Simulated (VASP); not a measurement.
TiO2, 3 atoms in the cell. Symmetry: R-3m, No. 166, trigonal system. The conventional cell has a = 2.995 Å, b = 2.995 Å, c = 20.945 Å, α = 90.00°, β = 90.00°, γ = 120.00°. Ti (site symmetry -3m) has 6 O at 1.98 Å within 2.6 Å. O (site symmetry 3m) has 3 Ti at 1.98 Å and 3 O at 2.60 Å within 2.6 Å. 

* Program: VASP 6.6.1
* Task: single point
* Functional: PBEsol
* Potentials or basis: VASP PAW PBE potentials, release 64 (Ti_sv, O)
* Cutoff: 520 eV
* k mesh: 17 × 17 × 17
* Occupations: fermi-dirac, width 0.05 eV
* Spin: no spin polarisation
* Dipole correction: no
* Further INCAR settings: ALGO = Normal; EDIFF = 1e-06; NBANDS = 19

Potentials or basis: VASP PAW PBE potentials, release 64 (Ti_sv, O).

The run is started by

```bash
$ cat potpaw_PBE.64/Ti_sv/POTCAR potpaw_PBE.64/O/POTCAR > POTCAR
$ mpirun -np 1 vasp_std > vasp.out
```

Hardware: 1 thread of Intel Xeon 8259CL, on a shared host.

**Question.** Estimate the wall time of this run.

**Answer.** Wall time 65 min on 1 thread of Intel Xeon 8259CL, with other jobs on the host, peak memory 0.75 GiB. Counts: scf iterations 16, k points 489.
